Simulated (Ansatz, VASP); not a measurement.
Given: the input of a run of VASP 6.6.1 on SiC2.

File POSCAR:

```
SiC2
1.0
    2.4649100000      0.0000000000      0.0000000000
   -1.2324500000      2.1346700000      0.0000000000
    0.0000000000      0.0000000000      7.1274500000
Si C
1 2
Direct
    0.0000000000      0.0000000000      0.0000000000
    0.3333300000      0.6666700000      0.5000000000
    0.6666700000      0.3333300000      0.5000000000
```

INCAR.step1

```
ALGO = Normal ; EDIFF = 1E-5
ENCUT = 520 ; GGA = PE
ISIF = 2 ; ISMEAR = -1
LASPH = True ; LREAL = False
LWAVE = True ; NBANDS = 13
NELM = 100 ; PREC = Accurate
SIGMA = 0.05
```

Contents of INCAR.step2:

```
AEXX = 0.3 ; ALGO = Normal
EDIFF = 1E-6 ; ENCUT = 520
GGA = PE ; HFSCREEN = 0.2
ISIF = 2 ; ISMEAR = -1
ISTART = 1 ; LASPH = True
LCHARG = True ; LELF = True
LHFCALC = True ; LREAL = False
LVHAR = True ; LWAVE = False
NBANDS = 13 ; NELM = 100
PREC = Accurate ; PRECFOCK = Normal
SIGMA = 0.05
```

The input KPOINTS:

```
k-points
0
Gamma
  6 6 2
```

Potentials or basis: VASP PAW PBE potentials, release 64 (Si, C).

Launch:

```bash
$ cat potpaw_PBE.64/Si/POTCAR potpaw_PBE.64/C/POTCAR > POTCAR
$ cp INCAR.step1 INCAR
$ mpirun -np 1 vasp_std > vasp.out
$ cp INCAR.step2 INCAR
$ mpirun -np 1 vasp_std > vasp.out
```

Task: Translate it to Ansatz 0.2.0. Potentials there: Ansatz PAW.

Result: As run (the cutoff follows the program's own potentials):

File input:

```
crystal:
  lattice:
    - [2.46491, 0.0, 0.0]
    - [-1.23245, 2.13467, 0.0]
    - [0.0, 0.0, 7.12745]
  atoms:
    - { symbol: Si, position: [0.0, 0.0, 0.0] }
    - { symbol: C, position: [0.33333, 0.66667, 0.5] }
    - { symbol: C, position: [0.66667, 0.33333, 0.5] }
hamiltonian:
  xc: { exchange: pbe, correlation: pbe, exx: { coeff: 0.3, omega: 0.2 } }
  pseudopotentials: { kind: paw }
kpoints:
  mp_grid: { grid: [6, 6, 2] }
scf:
  occupations: { method: fermi_dirac, width: 0.05 }
output:
  forces: true
  stress: true
  eigenvalues: true
```

Both were run:

|  | VASP | Ansatz | Ansatz less VASP |
| --- | --- | --- | --- |
| gap on the k mesh at the Fermi level (eV) | none | none | - |
| pressure (GPa) | -1.4 | -1.6 | -0.16 |
| traceless stress, the component that is largest in VASP (GPa) | 4.05 | 4.22 | +0.175 |
| rms of the force components (eV/Å) | 0.041 | 0.000 | -0.0411 |

VASP's potentials were made for PBE, not for PBE-based screened hybrid. Atom by atom the forces differ by 0.041 eV/Å (rms over components). A gap of «none» marks a metal or a gap that the smearing closes. The functional is the same, so the differences come from potentials, cutoffs and numerics.

The k mesh is coarse, so the values compare programs but aren't converged.
